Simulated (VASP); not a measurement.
The system is KBr.

```
CELL_PARAMETERS angstrom
0.00000 3.30000 3.30000
3.30000 0.00000 3.30000
3.30000 3.30000 0.00000
ATOMIC_POSITIONS crystal
K 0.00000 0.00000 0.00000
Br 0.50000 0.50000 0.50000
```

```yaml
Program: VASP 6.6.1
Task: relaxation of cell and atoms
Functional: PBE
Potentials_or_basis: VASP PAW PBE potentials, release 64 (K_sv, Br)
Cutoff: 600 eV
k_mesh: 6 × 6 × 6
Occupations: fermi-dirac, width 0.02 eV
Spin: no spin polarisation
```

At the start: pressure 0.8 GPa; volume 35.94 Å³/atom.

How do energy, volume and symmetry change on relaxing?

Over 4 steps the energy falls by 4.2 meV/atom and the volume is 37.79 Å³/atom (+5.2 %); space group Fm-3m (No. 225, to 0.05 Å).

The path:
| step | energy change (eV) | largest force (eV/Å) | pressure (GPa) | volume (Å³) |
| --- | --- | --- | --- | --- |
| 1 | 0.0000 | 0.0000 | 0.76 | 71.87 |
| 2 | -0.0063 | 0.0000 | 0.37 | 73.67 |
| 3 | -0.0084 | 0.0000 | -0.05 | 75.85 |
| 4 | -0.0084 | 0.0000 | 0.00 | 75.59 |

Final structure:
```
K Br
1.0
     0.00000    3.35588    3.35588
     3.35588    0.00000    3.35588
     3.35588    3.35588    0.00000
K Br
1 1
Direct
  0.00000 0.00000 0.00000
  0.50000 0.50000 0.50000
```
